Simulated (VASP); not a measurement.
Wanted: the native input for a VASP 6.6.1 run.

- Task: single point
- Functional: LDA
- Potentials or basis: VASP PAW LDA potentials, release 64 (C)
- Cutoff: 520 eV
- k mesh: 14 × 14 × 14
- Occupations: gaussian, width 0.05 eV
- Spin: no spin polarisation
- Dipole correction: no
- Further INCAR settings: ALGO = Normal; EDIFF = 1e-06; NBANDS = 11

The structure of C lies in POSCAR:

```
C
1.0
    0.0000000000      2.1589050000      3.2977800000
    1.2464200000      0.0000000000      3.2977800000
    1.2464200000      2.1589050000      0.0000000000
C
2
Direct
    0.1666700000      0.8333300000      0.1666700000
    0.8333300000      0.1666700000      0.8333300000
```

This cell differs from its parent crystal: strain +0.015 along x and y, -0.015 along z.

These files were run (other wordings do the same):

INCAR

```
SYSTEM = C
  PREC = Accurate
  ENCUT = 520
  EDIFF = 1E-6
  ISMEAR = 0
  SIGMA = 0.05
  LREAL = .FALSE.
  LASPH = .TRUE.
  NELM = 60
  ALGO = Normal
  ISIF = 2
  LWAVE = .FALSE.
  LCHARG = .FALSE.
  NBANDS = 11
```

KPOINTS

```
Automatic mesh
0
G
  14 14 14
  0 0 0
```

Potentials or basis: VASP PAW LDA potentials, release 64 (C).

The run is started by

```console
$ cat potpaw_LDA.64/C/POTCAR > POTCAR
$ mpirun -np 1 vasp_std > vasp.out
```

It gave:

```json
{"Pressure": "-14.7 GPa", "Largest force": "0.040 eV/Å", "Band gap on the k mesh": "0.19 eV, indirect (least direct gap 0.26 eV)"}
```

Caveat: the cell differs from its parent crystal (strain +0.015 along x and y, -0.015 along z).

Run time: 52 s on 1 thread of Intel(R) Xeon(R) 6975P-C (Granite Rapids) (shared host), peak memory 0.17 GiB.
